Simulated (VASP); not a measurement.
Set up this calculation in VASP 6.6.1, as the native input.

| Property | Result |
| --- | --- |
| Task | single point |
| Functional | PBE |
| Potentials or basis | VASP PAW PBE potentials, release 64 (Sc_sv, B, Sb, P) |
| Cutoff | 520 eV |
| k mesh | 12 × 12 × 4 |
| Occupations | gaussian, width 0.1 eV |
| Spin | no spin polarisation |
| Dipole correction | no |
| Further INCAR settings | ALGO = Normal; EDIFF = 1e-06; NBANDS = 26 |

The structure of ScBSbP3 lies in POSCAR:

```
ScBSbP3
1.0
    3.9847115917      0.0000000000      0.0000000000
   -1.9923557959      3.4508614651      0.0000000000
    0.0000000000      0.0000000000      9.4687074270
Sc B Sb P
1 1 1 3
Direct
    0.3333333333      0.6666666667      0.1679839637
    0.0000000000      0.0000000000      0.4877543157
    0.6666666667      0.3333333333      0.9566222110
    0.0000000000      0.0000000000      0.2987187771
    0.0000000000      0.0000000000      0.6746396170
    0.3333333333      0.6666666667      0.7900917156
```

The cell was built from a structure type or drawn by symmetry, and may not be a known phase.

These files were run (other wordings do the same):

INCAR

```
SYSTEM = ScBSbP3
PREC     = Accurate       ! precision mode
ENCUT    = 520            ! plane-wave cutoff, eV
EDIFF    = 1E-6           ! SCF threshold, eV
ISMEAR   = 0              ! smearing method
SIGMA    = 0.1            ! smearing width, eV
LREAL    = .False.        ! projectors in reciprocal space
LASPH    = .True.         ! aspherical terms in the spheres
NELM     = 60             ! most SCF steps
ALGO     = Normal         ! electronic algorithm
ISIF     = 2              ! what is computed and relaxed
LWAVE    = .False.        ! write WAVECAR
LCHARG   = .False.        ! write CHGCAR
GGA      = PE             ! functional
NBANDS   = 26             ! bands
```

KPOINTS

```
regular mesh
0
Gamma
  12 12 4
  0 0 0
```

Potentials or basis: VASP PAW PBE potentials, release 64 (Sc_sv, B, Sb, P).

Launch:

```bash
$ cat potpaw_PBE.64/Sc_sv/POTCAR potpaw_PBE.64/B/POTCAR potpaw_PBE.64/Sb/POTCAR potpaw_PBE.64/P/POTCAR > POTCAR
$ mpirun -np 1 vasp_std > vasp.out
```

It gave:

```
Pressure               : 0.0 GPa
Largest force          : 0.042 eV/Å
Band gap on the k mesh : zero (bands 17 and 18 overlap by 0.19 eV)
```

Caveat: spin-orbit coupling is left out, which moves the levels of the heavy elements.

It took 2.7 min on 1 thread of Intel(R) Xeon(R) Platinum 8488C (Sapphire Rapids), on a shared host, peak memory 0.4 GiB.
